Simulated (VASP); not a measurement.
Write the native input for VASP 6.6.1 that does the following.

```
Task                   : single point
Functional             : PBE
Potentials or basis    : VASP PAW PBE potentials, release 64 (K_sv, Zn, F)
Cutoff                 : 520 eV
k mesh                 : 6 × 6 × 6
Occupations            : gaussian, width 0.05 eV
Spin                   : no spin polarisation
Dipole correction      : no
Further INCAR settings : ALGO = Normal; EDIFF = 1e-06; NBANDS = 29
```

The structure of KZnF3 lies in POSCAR:

```
KZnF3
1.0
    4.0500000000      0.0000000000      0.0000000000
    0.0000000000      4.0500000000      0.0303750000
    0.0000000000      0.0303750000      4.0500000000
K Zn F
1 1 3
Direct
    0.0000000000      0.0000000000      0.0000000000
    0.5000000000      0.5000000000      0.5000000000
    0.5000000000      0.5000000000      0.0000000000
    0.0000000000      0.5000000000      0.5000000000
    0.5000000000      0.0000000000      0.5000000000
```

This cell differs from its parent crystal: strain +0.0150 x Voigt [0, 0, 0, 1, 0, 0].

One way to write it, as run:

INCAR

```
PREC     = Accurate       # precision mode
ENCUT    = 520            # plane-wave cutoff, eV
EDIFF    = 1E-6           # SCF threshold, eV
ISMEAR   = 0              # smearing method
SIGMA    = 0.05           # smearing width, eV
LREAL    = False          # projectors in reciprocal space
LASPH    = True           # aspherical terms in the spheres
NELM     = 100            # most SCF steps
ALGO     = Normal         # electronic algorithm
ISIF     = 2              # what is computed and relaxed
LWAVE    = False          # write WAVECAR
LCHARG   = False          # write CHGCAR
GGA      = PE             # functional
NBANDS   = 29             # bands
```

KPOINTS

```
regular mesh
0
Gamma
  6 6 6
```

Potentials or basis: VASP PAW PBE potentials, release 64 (K_sv, Zn, F).

The run is started by

```console
$ cat potpaw_PBE.64/K_sv/POTCAR potpaw_PBE.64/Zn/POTCAR potpaw_PBE.64/F/POTCAR > POTCAR
$ mpirun -np 1 vasp_std > vasp.out
```

Results of the run:

```json
{"Pressure": "5.0 GPa", "Band gap on the k mesh": "3.79 eV (least direct gap 5.62 eV)"}
```

Caveat: the cell differs from its parent crystal (strain +0.0150 x Voigt [0, 0, 0, 1, 0, 0]); the cell stands under pressure.

It took 40 s on 1 thread of Intel(R) Xeon(R) 6975P-C (Granite Rapids), with other jobs on the host, peak memory 0.23 GiB.
